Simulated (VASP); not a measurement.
# AlRu (Pm-3m) in VASP: single point with RPBE

Aim: the single point of AlRu with RPBE.

Everything below comes from runs of VASP 6.6.1. Logs are shortened: lines on timing, memory, paths and dates and some standing lists are left out, and cuts for length are marked.

**1. The cell of the first run**

Symmetry: Pm-3m, No. 221, cubic system. Conventional cell: a = 2.992 Å, b = 2.992 Å, c = 2.992 Å, α = 90.00°, β = 90.00°, γ = 90.00°. Within 3.4 Å of Al (site symmetry m-3m) lie 8 Ru at 2.59 Å and 6 Al at 2.99 Å. Ru (site symmetry m-3m) has 8 Al at 2.59 Å and 6 Ru at 2.99 Å within 3.4 Å.

**2. Single point, RPBE**

INCAR reads:

```
PREC     = Accurate       # precision mode
ENCUT    = 520            # plane-wave cutoff, eV
EDIFF    = 1E-6           # SCF threshold, eV
ISMEAR   = -1             # smearing method
SIGMA    = 0.1            # smearing width, eV
LREAL    = False          # projectors in reciprocal space
LASPH    = True           # aspherical terms in the spheres
NELM     = 100            # most SCF steps
ALGO     = Normal         # electronic algorithm
ISIF     = 2              # what is computed and relaxed
LWAVE    = False          # write WAVECAR
LCHARG   = True           # write CHGCAR
GGA      = RP             # functional
LELF     = True           # ELF
LVHAR    = True         
NBANDS   = 16             # bands
```

KPOINTS reads:

```
Automatic mesh
0
Gamma
  8 8 8
```

POSCAR reads:

```
AlRu
1.0
    2.9916000000      0.0000000000      0.0000000000
    0.0000000000      2.9916000000      0.0000000000
    0.0000000000      0.0000000000      2.9916000000
Al Ru
1 1
Direct
    0.0000000000      0.0000000000      0.0000000000
    0.5000000000      0.5000000000      0.5000000000
```

Potentials or basis: VASP PAW PBE potentials, release 64 (Al, Ru_pv).

Started as:

```console
$ cat potpaw_PBE.64/Al/POTCAR potpaw_PBE.64/Ru_pv/POTCAR > POTCAR
$ mpirun -np 1 vasp_std > vasp.out
```

OUTCAR:

```text
PREC = Accurate
   ENCUT = 520
   EDIFF = 1E-6
   ISMEAR = -1
   LREAL = False
   LASPH = True
   NELM = 100
   ISIF = 2
   GGA = RP

 ion  position               nearest neighbor table
   1  0.000  0.000  0.000-   2 2.59   2 2.59   2 2.59   2 2.59   2 2.59   2 2.59   2 2.59   2 2.59

   2  0.500  0.500  0.500-   1 2.59   1 2.59   1 2.59   1 2.59   1 2.59   1 2.59   1 2.59   1 2.59

  LATTYP: Found a simple cubic cell.
 ALAT       =     2.9916000000

  Lattice vectors:

 A1 = (   2.9916000000,   0.0000000000,   0.0000000000)
 A2 = (   0.0000000000,   2.9916000000,   0.0000000000)
 A3 = (   0.0000000000,   0.0000000000,   2.9916000000)

Analysis of symmetry for initial positions (statically):
=====================================================================
 Subroutine PRICEL returns:
 Original cell was already a primitive cell.

 Routine SETGRP: Setting up the symmetry group for a
 simple cubic supercell.

 Subroutine GETGRP returns: Found 48 space group operations
 (whereof 48 operations were pure point group operations)
 out of a pool of 48 trial point group operations.

The static configuration has the point symmetry O_h .

Analysis of symmetry for dynamics (positions and initial velocities):
=====================================================================
 Subroutine PRICEL returns:
 Original cell was already a primitive cell.

 Routine SETGRP: Setting up the symmetry group for a
 simple cubic supercell.

 Subroutine GETGRP returns: Found 48 space group operations
 (whereof 48 operations were pure point group operations)
 out of a pool of 48 trial point group operations.

The dynamic configuration has the point symmetry O_h .

 Subroutine INISYM returns: Found 48 space group operations
 (whereof 48 operations are pure point group operations),
 and found     1 'primitive' translations

----------------------------------------------------------------------------------------

                                     Primitive cell

  volume of cell :      26.7738

  direct lattice vectors                    reciprocal lattice vectors
     2.991600000  0.000000000  0.000000000     0.334269287  0.000000000  0.000000000
     0.000000000  2.991600000  0.000000000     0.000000000  0.334269287  0.000000000
     0.000000000  0.000000000  2.991600000     0.000000000  0.000000000  0.334269287

  length of vectors
     2.991600000  2.991600000  2.991600000     0.334269287  0.334269287  0.334269287

  position of ions in fractional coordinates (direct lattice)
     0.000000000  0.000000000  0.000000000
     0.500000000  0.500000000  0.500000000

  ion indices of the primitive-cell ions
   primitive index   ion index
                 1           1
                 2           2

----------------------------------------------------------------------------------------

 KPOINTS: Automatic mesh

Automatic generation of k-mesh.
 Grid dimensions read from file:
 generate k-points for:    8    8    8

 Generating k-lattice:

  Cartesian coordinates                     Fractional coordinates (reciprocal lattice)
     0.041783661  0.000000000  0.000000000     0.125000000  0.000000000  0.000000000
     0.000000000  0.041783661  0.000000000     0.000000000  0.125000000  0.000000000
     0.000000000  0.000000000  0.041783661     0.000000000  0.000000000  0.125000000

  Length of vectors
     0.041783661  0.041783661  0.041783661

  Shift w.r.t. Gamma in fractional coordinates (k-lattice)
     0.000000000  0.000000000  0.000000000

 Subroutine IBZKPT returns following result:
 ===========================================

 Found     35 irreducible k-points:

 Following reciprocal coordinates:
            Coordinates               Weight
  0.000000  0.000000  0.000000      1.000000
  0.125000  0.000000  0.000000      6.000000
  0.250000  0.000000  0.000000      6.000000
  0.375000  0.000000  0.000000      6.000000
  0.500000  0.000000  0.000000      3.000000
  0.125000  0.125000  0.000000     12.000000
[... 16 lines left out ...]
  0.375000  0.375000  0.125000     24.000000
  0.500000  0.375000  0.125000     24.000000
 [... further k-points ...]
   k-points           NKPTS =     35   k-points in BZ     NKDIM =     35   number of bands    NBANDS=     16
   number of dos      NEDOS =    301   number of ions     NIONS =      2
   total plane-waves  NPLWV =  13824
   dimension x,y,z NGX =    24 NGY =   24 NGZ =   24
   dimension x,y,z NGXF=    48 NGYF=   48 NGZF=   48
   ions per type =               1   1
   NGX,Y,Z   is equivalent  to a cutoff of  13.34, 13.34, 13.34 a.u.
   NGXF,Y,Z  is equivalent  to a cutoff of  26.67, 26.67, 26.67 a.u.
 SYSTEM =  unknown system
   PREC   = accura    normal or accurate (medium, high low for compatibility)
   ISTART =      0    job   : 0-new  1-cont  2-samecut
   ICHARG =      2    charge: 1-file 2-atom 10-const
   ISPIN  =      1    spin polarized calculation?
   LNONCOLLINEAR =      F non collinear calculations
   LSORBIT =      F    spin-orbit coupling
   LASPH  =      T    aspherical Exc in radial PAW
   ENCUT  =  520.0 eV  38.22 Ry    6.18 a.u.   5.56  5.56  5.56*2*pi/ulx,y,z
   NELM   =    100;   NELMIN=  2; NELMDL= -5     # of ELM steps
   EDIFF  = 0.1E-05   stopping-criterion for ELM
   LREAL  =      F    real-space projection
   EDIFFG = 0.1E-04   stopping-criterion for IOM
   NSW    =      0    number of steps for IOM
   IBRION =     -1    ionic relax: 0-MD 1-quasi-New 2-CG
   NFREE  =      0    steps in history (QN), initial steepest desc. (CG)
   ISIF   =      2    stress and relaxation
   ISYM   =      2    0-nonsym 1-usesym 2-fastsym
   POTIM  = 0.5000    time-step for ionic-motion
   TEBEG  =    0.0;   TEEND  =   0.0 temperature during run
   PSTRESS=    0.0 pullay stress
   NELECT =      17.0000    total number of electrons
   NUPDOWN=      -1.0000    fix difference up-down
   EMIN   =  10.00;   EMAX   =-10.00  energy-range for DOS
   EFERMI =   0.00;   METHOD = LEGACY
   ISMEAR =    -1;   SIGMA  =   0.10  broadening in eV -4-tet -1-fermi 0-gaus
   EFERMI_NEDOS =   21; number of points for ismear=-14 and -15
   IALGO  =     38    algorithm
   IMIX   =      4    mixing-type and parameters
     AMIX     =   0.40;   BMIX     =  1.00
     AMIX_MAG =   1.60;   BMIX_MAG =  1.00
  volume/ion in A,a.u.               =      13.39        90.34
  Fermi-wavevector in a.u.,A,eV,Ry     =   1.407087  2.659009 26.938090  1.979894
  Thomas-Fermi vector in A             =   2.529382
   LORBIT       =      0    0 simple, 1 ext, 2 COOP (PROOUT), +10 PAW based schemes
   GGA     = RP    functional components
   LHFCALC =     F    Hartree Fock is set to
   AEXX    =    0.0000 exact exchange contribution
   IVDW    =     0    specifies the selected vdW correction
   LEPSILON=     F    determine dielectric tensor
   LRPA    =     F    only Hartree local field effects (RPA)
 non-spin polarized calculation
  energy-cutoff  :      520.00
  volume of cell :       26.77
 maximum number of plane-waves:       739
 NGX is ok and might be reduce to    24
   NGX = 11   NGY = 11   NGZ = 11

 number of electron      16.9999995 magnetization

 Free energy of the ion-electron system (eV)
  ---------------------------------------------------
  ext. energy  EPLUGINS =         0.00000000
  ---------------------------------------------------
  free energy    TOTEN  =       -13.35362618 eV

  energy without entropy =      -13.28998371  energy(sigma->0) =      -13.32180494

 E-fermi :  10.8521     XC(G=0): -12.4926

 val. band max:       10.8158722316   @ k =   0.2500   0.1250   0.0000
 cond. band min:      10.9117724818   @ k =   0.5000   0.3750   0.2500
 fundamental gap:      0.0959002501
 Fermi energy:        10.8520542714

 k-point     1 :       0.0000    0.0000    0.0000
  band No.  band energies     occupation
      1     -30.9469      2.00000
      2     -30.9469      2.00000
      3     -30.9469      2.00000
      4       1.1475      2.00000
      5       7.2491      2.00000
      6       7.2491      2.00000
[... 8 lines left out ...]
     15      23.0551      0.00000
     16      26.0580      0.00000

 k-point     2 :       0.1250    0.0000    0.0000
  band No.  band energies     occupation
      1     -30.9779      2.00000
      2     -30.9443      2.00000
      3     -30.9443      2.00000
      4       1.4457      2.00000
      5       7.3391      2.00000
      6       7.3531      2.00000
[... 8 lines left out ...]
     15      23.0555      0.00000
     16      27.0228      0.00000

 k-point     3 :       0.2500    0.0000    0.0000
  band No.  band energies     occupation
      1     -31.0522      2.00000
      2     -30.9380      2.00000
      3     -30.9380      2.00000
      4       2.2994      2.00000
      5       7.3382      2.00000
      6       7.6219      2.00000
[... 8 lines left out ...]
     15      23.6222      0.00000
     16      27.3041      0.00000

 k-point     4 :       0.3750    0.0000    0.0000
  band No.  band energies     occupation
      1     -31.1257      2.00000
      2     -30.9317      2.00000
      3     -30.9317      2.00000
      4       3.5940      2.00000
      5       6.6122      2.00000
      6       7.9210      2.00000
[... 8 lines left out ...]
     15      24.0569      0.00000
     16      25.0788      0.00000
[... 324 lines left out ...]
 k-point    22 :       0.5000    0.2500    0.1250
  band No.  band energies     occupation
      1     -31.1391      2.00000
      2     -31.0269      2.00000
      3     -30.9493      2.00000
      4       5.1779      2.00000
      5       6.4267      2.00000
      6       8.2184      2.00000
[... 8 lines left out ...]
     15      23.0560      0.00000
     16      24.6528      0.00000

 k-point    23 :       0.3750    0.3750    0.1250
  band No.  band energies     occupation
      1     -31.1020      2.00000
      2     -31.0997      2.00000
      3     -30.9454      2.00000
      4       4.9001      2.00000
      5       7.2066      2.00000
      6       8.2460      2.00000
[... 8 lines left out ...]
     15      23.8909      0.00000
     16      24.6590      0.00000

 k-point    24 :       0.5000    0.3750    0.1250
  band No.  band energies     occupation
      1     -31.1299      2.00000
      2     -31.0972      2.00000
      3     -30.9426      2.00000
      4       5.0253      2.00000
      5       7.3937      2.00000
      6       8.1470      2.00000
[... 8 lines left out ...]
     15      23.7915      0.00000
     16      24.1354      0.00000

 [... further k-points ...]
[... 5 lines left out ...]
  --------------------------------------------------------------------------------------
  -------------------------------------------------------------------------------------
  Total        1.0847963      1.0847963      1.0847963      0.0000000      0.0000000     -0.0000000
  in kB       64.9154723     64.9154723     64.9154723      0.0000000      0.0000000     -0.0000000
  external PRESSURE =      64.9154723 kB  Pullay stress =       0.0000000 kB

 VOLUME and BASIS-vectors are now :
 -----------------------------------------------------------------------------
  energy-cutoff  :      520.00
  volume of cell :       26.77
      direct lattice vectors                 reciprocal lattice vectors
     2.991600000  0.000000000  0.000000000     0.334269287  0.000000000  0.000000000
     0.000000000  2.991600000  0.000000000     0.000000000  0.334269287  0.000000000
     0.000000000  0.000000000  2.991600000     0.000000000  0.000000000  0.334269287

 POSITION                                       TOTAL-FORCE (eV/Angst)
 -----------------------------------------------------------------------------------
      0.00000      0.00000      0.00000         0.000000      0.000000      0.000000
      1.49580      1.49580      1.49580         0.000000      0.000000      0.000000
 -----------------------------------------------------------------------------------
    total drift:                                0.000000     -0.000000     -0.000000

  FREE ENERGIE OF THE ION-ELECTRON SYSTEM (eV)
  ---------------------------------------------------
  free  energy   TOTEN  =       -13.3536261789 eV

  energy  without entropy=      -13.2899837084  energy(sigma->0) =      -13.32180494
```

Run time: 8.3 s. Hardware: 1 thread of Intel Xeon Platinum 8259CL at 2.50GHz (Skylake/Cascade Lake), shared host; peak memory 0.14 GiB.

What came out:

- Free energy: -13.3536 eV
- Pressure: 6.5 GPa

Caveat: the PAW data sets were made with another functional, which shifts forces and pressure a little.
